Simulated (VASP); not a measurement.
# PIr2 (Fm-3m) in VASP: vibrations by perturbation theory with LDA

Aim: the vibrations by perturbation theory of PIr2 with LDA.

Program: VASP 6.6.1. These are calculated values, not measurements. Logs are shortened: lines on timing, memory, paths and dates and some standing lists are left out, and cuts for length are marked.

**1. The cell of the first run**

The structure is cubic, space group Fm-3m (No. 225). The conventional cell has a = 5.506 Å, b = 5.506 Å, c = 5.506 Å, α = 90.00°, β = 90.00°, γ = 90.00°. P (site symmetry m-3m) has 8 Ir at 2.38 Å within 3.1 Å. Ir (site symmetry -43m) has 4 P at 2.38 Å and 6 Ir at 2.75 Å within 3.1 Å.

**2. Vibrations by perturbation theory, LDA**

INCAR reads:

```
PREC = Accurate
ENCUT = 520
EDIFF = 1E-8
ISMEAR = -1
SIGMA = 0.15
LREAL = False
LASPH = True
NELM = 100
ALGO = Normal
ISIF = 2
LWAVE = False
LCHARG = True
GGA = CA
NBANDS = 18
IBRION = 8
NSW = 1
```

KPOINTS reads:

```
Automatic mesh
0
Gamma
  14 14 14
```

POSCAR reads:

```
PIr2
1.0
    0.0000000000      2.7532287305      2.7532287305
    2.7532287305      0.0000000000      2.7532287305
    2.7532287305      2.7532287305      0.0000000000
P Ir
1 2
Direct
    0.0000000000      0.0000000000      0.0000000000
    0.2500000000      0.2500000000      0.2500000000
    0.7500000000      0.7500000000      0.7500000000
```

Potentials or basis: VASP PAW LDA potentials, release 64 (P, Ir).

Command:

```console
$ cat potpaw_LDA.64/P/POTCAR potpaw_LDA.64/Ir/POTCAR > POTCAR
$ mpirun -np 1 vasp_std > vasp.out
```

OUTCAR:

```text
PREC = Accurate
   ENCUT = 520
   EDIFF = 1E-8
   ISMEAR = -1
   LREAL = False
   LASPH = True
   NELM = 100
   ISIF = 2
   GGA = CA
   IBRION = 8
   NSW = 1

 ion  position               nearest neighbor table
   1  0.000  0.000  0.000-   3 2.38   3 2.38   3 2.38   2 2.38   3 2.38   2 2.38   2 2.38   2 2.38

   2  0.250  0.250  0.250-   1 2.38   1 2.38   1 2.38   1 2.38   3 2.75   3 2.75   3 2.75   3 2.75
                             3 2.75   3 2.75
   3  0.750  0.750  0.750-   1 2.38   1 2.38   1 2.38   1 2.38   2 2.75   2 2.75   2 2.75   2 2.75
                             2 2.75   2 2.75

  LATTYP: Found a face centered cubic cell.
 ALAT       =     5.5064574610

  Lattice vectors:

 A1 = (   0.0000000000,   2.7532287305,   2.7532287305)
 A2 = (   2.7532287305,   0.0000000000,   2.7532287305)
 A3 = (   2.7532287305,   2.7532287305,   0.0000000000)

Analysis of symmetry for initial positions (statically):
=====================================================================
 Subroutine PRICEL returns:
 Original cell was already a primitive cell.

 Routine SETGRP: Setting up the symmetry group for a
 face centered cubic supercell.

 Subroutine GETGRP returns: Found 48 space group operations
 (whereof 48 operations were pure point group operations)
 out of a pool of 48 trial point group operations.

The static configuration has the point symmetry O_h .

Analysis of symmetry for dynamics (positions and initial velocities):
=====================================================================
 Subroutine PRICEL returns:
 Original cell was already a primitive cell.

 Routine SETGRP: Setting up the symmetry group for a
 face centered cubic supercell.

 Subroutine GETGRP returns: Found 48 space group operations
 (whereof 48 operations were pure point group operations)
 out of a pool of 48 trial point group operations.

The dynamic configuration has the point symmetry O_h .

 Subroutine INISYM returns: Found 48 space group operations
 (whereof 48 operations are pure point group operations),
 and found     1 'primitive' translations

----------------------------------------------------------------------------------------

                                     Primitive cell

  volume of cell :      41.7404

  direct lattice vectors                    reciprocal lattice vectors
     0.000000000  2.753228731  2.753228731    -0.181604962  0.181604962  0.181604962
     2.753228731  0.000000000  2.753228731     0.181604962 -0.181604962  0.181604962
     2.753228731  2.753228731  0.000000000     0.181604962  0.181604962 -0.181604962

  length of vectors
     3.893653411  3.893653411  3.893653411     0.314549022  0.314549022  0.314549022

  position of ions in fractional coordinates (direct lattice)
     0.000000000  0.000000000  0.000000000
     0.250000000  0.250000000  0.250000000
     0.750000000  0.750000000  0.750000000

  ion indices of the primitive-cell ions
   primitive index   ion index
                 1           1
                 2           2
                 3           3

----------------------------------------------------------------------------------------

 KPOINTS: Automatic mesh

Automatic generation of k-mesh.
 Grid dimensions read from file:
 generate k-points for:   14   14   14

 Generating k-lattice:

  Cartesian coordinates                     Fractional coordinates (reciprocal lattice)
    -0.012971783  0.012971783  0.012971783     0.071428571  0.000000000  0.000000000
[... 91 lines left out ...]
  energy-cutoff  :      520.00
  volume of cell :       41.74
 maximum number of plane-waves:      1158
 NGX is ok and might be reduce to    30
   NGX = 15   NGY = 15   NGZ = 15

--------------------------------------- Ionic step        1  -------------------------------------------

 number of electron      23.0000002 magnetization

 Free energy of the ion-electron system (eV)
  ---------------------------------------------------
  ext. energy  EPLUGINS =         0.00000000
  ---------------------------------------------------
  free energy    TOTEN  =       -28.06826567 eV

  energy without entropy =      -27.99722867  energy(sigma->0) =      -28.03274717

 E-fermi :  10.1717     XC(G=0): -13.2125

 val. band max:       10.1337476325   @ k =   0.5000   0.3571   0.1429
 cond. band min:      10.1980334232   @ k =   0.5000   0.2857   0.1429
 fundamental gap:      0.0642857907
 Fermi energy:        10.1717335855

 k-point     1 :       0.0000    0.0000    0.0000
  band No.  band energies     occupation
      1      -4.4863      2.00000
      2       2.3708      2.00000
      3       2.3708      2.00000
      4       2.3708      2.00000
      5       3.9957      2.00000
      6       3.9957      2.00000
[... 481 lines left out ...]
      5       4.5330      2.00000
      6       4.9646      2.00000
[... 10 lines left out ...]
     17      17.6357      0.00000
     18      17.6494      0.00000

 [... further k-points ...]
[... 5 lines left out ...]
  --------------------------------------------------------------------------------------
  -------------------------------------------------------------------------------------
  Total        0.5333775      0.5333775      0.5333775     -0.0000000     -0.0000000      0.0000000
  in kB       20.4733270     20.4733270     20.4733270     -0.0000000     -0.0000000      0.0000000
  external PRESSURE =      20.4733270 kB  Pullay stress =       0.0000000 kB

 VOLUME and BASIS-vectors are now :
 -----------------------------------------------------------------------------
  energy-cutoff  :      520.00
  volume of cell :       41.74
      direct lattice vectors                 reciprocal lattice vectors
     0.000000000  2.753228731  2.753228731    -0.181604962  0.181604962  0.181604962
     2.753228731  0.000000000  2.753228731     0.181604962 -0.181604962  0.181604962
     2.753228731  2.753228731  0.000000000     0.181604962  0.181604962 -0.181604962

 POSITION                                       TOTAL-FORCE (eV/Angst)
 -----------------------------------------------------------------------------------
      0.00000      0.00000      0.00000        -0.000000      0.000000      0.000000
      1.37661      1.37661      1.37661         0.000000      0.000000     -0.000000
      4.12984      4.12984      4.12984        -0.000000     -0.000000      0.000000
 -----------------------------------------------------------------------------------
    total drift:                               -0.000000      0.000000      0.000000

  FREE ENERGIE OF THE ION-ELECTRON SYSTEM (eV)
  ---------------------------------------------------
  free  energy   TOTEN  =       -28.0682656677 eV

  energy  without entropy=      -27.9972286710  energy(sigma->0) =      -28.03274717

[... ionic steps 2 to 3 ...]

--------------------------------------- Ionic step        4  -------------------------------------------

------------------------ aborting loop because EDIFF is reached ----------------------------------------

[... ionic steps 5 to 6 ...]

--------------------------------------- Ionic step        7  -------------------------------------------

 Free energy of the ion-electron system (eV)
  ---------------------------------------------------
  ---------------------------------------------------
  free energy    TOTEN  =        -0.19739059 eV

  energy without entropy =       -0.19739059

------------------------ aborting loop because EDIFF is reached ----------------------------------------

 INTERNAL STRAIN TENSOR  FOR ION    2  DIRECTION 1   (eV/Angst):
 -----------------------------------------------------------------------------
     0.01225  0.00000  0.00000
     0.00000 -0.00661 -3.19159
     0.00000 -3.19159 -0.00661

 INTERNAL STRAIN TENSOR FOR ION    3 for displacements in x,y,z  (eV/Angst):
          X           Y           Z          XY          YZ          ZX
  --------------------------------------------------------------------------------
  x    -0.00000     0.00000     0.00000     0.00000     3.19159     0.00000
  y     0.00000    -0.00000     0.00000     0.00000     0.00000     3.19159
  z     0.00000     0.00000    -0.00000     3.19159     0.00000     0.00000

 SECOND DERIVATIVES (NOT SYMMETRIZED)
 ------------------------------------
               1X          1Y          1Z          2X          2Y          2Z          3X          3Y          3Z
  1X   -12.345206    0.000000    0.000000    6.172603    0.000000    0.000000    6.172603    0.000000    0.000000
  1Y     0.000000  -12.345206    0.000000    0.000000    6.172603    0.000000    0.000000    6.172603    0.000000
  1Z     0.000000    0.000000  -12.345206    0.000000    0.000000    6.172603    0.000000    0.000000    6.172603
  2X     6.175103    0.000000    0.000000  -15.875234    0.000000   -0.000000    9.700130    0.000000    0.000000
  2Y     0.000000    6.175103   -0.000000    0.000000  -15.875234    0.000000    0.000000    9.700130    0.000000
  2Z     0.000000   -0.000000    6.175103   -0.000000    0.000000  -15.875234    0.000000    0.000000    9.700130
  3X     6.175103    0.000000    0.000000    9.700130    0.000000    0.000000  -15.875234    0.000000   -0.000000
  3Y     0.000000    6.175103   -0.000000    0.000000    9.700130    0.000000    0.000000  -15.875234    0.000000
  3Z     0.000000   -0.000000    6.175103    0.000000    0.000000    9.700130   -0.000000    0.000000  -15.875234

 Eigenvectors and eigenvalues of the dynamical matrix
 ----------------------------------------------------

   1 f  =   10.259687 THz    64.463512 2PiTHz  342.226305 cm-1    42.430635 meV
             X         Y         Z           dx          dy          dz
      0.000000  0.000000  0.000000    -0.000000   -0.000000    0.961982
      1.376614  1.376614  1.376614    -0.000000   -0.000000   -0.193119
      4.129843  4.129843  4.129843     0.000000    0.000000   -0.193119
[... 43 lines left out ...]
   9 f/i=    0.000546 THz     0.003429 2PiTHz    0.018206 cm-1     0.002257 meV
             X         Y         Z           dx          dy          dz
      0.000000  0.000000  0.000000     0.128767   -0.240642    0.010015
      1.376614  1.376614  1.376614     0.320714   -0.599354    0.024944
      4.129843  4.129843  4.129843     0.320714   -0.599354    0.024944

--------------------------------------------------------------------------------------------------------

 ELASTIC MODULI CONTR FROM IONIC RELAXATION (kBar)
 Direction    XX          YY          ZZ          XY          YZ          ZX
 --------------------------------------------------------------------------------
 XX          -0.0000      0.0000      0.0000     -0.0000      0.0000     -0.0000
 YY           0.0000     -0.0000     -0.0000     -0.0000     -0.0000      0.0000
 ZZ           0.0000     -0.0000     -0.0000      0.0000     -0.0000     -0.0000
 XY          -0.0000     -0.0000      0.0000    -30.5757     -0.0000      0.0000
 YZ           0.0000     -0.0000     -0.0000     -0.0000    -30.5757     -0.0000
 ZX          -0.0000      0.0000     -0.0000      0.0000     -0.0000    -30.5757
 --------------------------------------------------------------------------------
```

Run time: 7.6 min. Hardware: 1 thread of AMD EPYC 9R45 (Zen 5), shared host; peak memory 0.68 GiB.

Results:

```yaml
Highest_phonon_frequency_at_Γ: 342 cm⁻¹
```

Phonon frequencies in cm⁻¹ (negative: imaginary):
```csv
q point,frequencies
"(0.000, 0.000, 0.000)",0 0 0 190 190 190 342 342 342
```

Caveat: the cell stands under pressure or tension, which shifts response properties; spin-orbit coupling is left out, which moves the levels of the heavy elements.
